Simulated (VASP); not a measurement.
Runs of VASP 6.6.1 on PbSe. The structure is that of space group P4/nmm (No. 129), or close to it. The cells are those of the table. 

| task | cell | k mesh | cutoff (eV) | gap on the mesh (eV) | pressure (GPa) | relaxed volume (Å³/atom) | largest force (eV/Å) |
| --- | --- | --- | --- | --- | --- | --- | --- |
| single point | a = 5.244, b = 5.244, c = 3.995 Å, 4 atoms | 6 × 6 × 8 | 520 | 0.16 | 0.0 | - | 0.01 |
| single point | a = 5.281, b = 5.281, c = 4.097 Å, 4 atoms | 6 × 6 × 8 | 520 | 0.26 | -1.0 | - | 0.01 |
| relaxation of cell and atoms | relaxed from a = 5.118, b = 5.118, c = 6.449 Å, 4 atoms | 6 × 6 × 6 | 600 | 0.17 | 0.0 | 27.51 | - |
| relaxation of shape and atoms at fixed volume | relaxed from a = 5.300, b = 5.300, c = 4.068 Å, 4 atoms | 6 × 6 × 8 | 600 | 0.26 | -1.0 | - | 0.01 |
| relaxation of cell and atoms | relaxed from a = 5.246, b = 5.246, c = 4.000 Å, 4 atoms | 6 × 6 × 8 | 600 | 0.16 | 0.0 | (a) | 0.01 |

Alike in all rows: level PBEsol; potentials or basis VASP PAW PBE potentials, release 64 (Pb_d, Se); no spin polarisation; smearing gaussian 0.05 eV.

Task: Estimate the missing entries.

Result: (a) 27.53.

Caveats: the PAW data sets were made with another functional, which shifts forces and pressure a little; spin-orbit coupling is left out, which moves the levels of the heavy elements; the volume moved by over 15 % at a fixed basis, so the end points are rough (some runs).

A k mesh can miss the band edges, and the runs leave out spin-orbit coupling on Pb, Se.
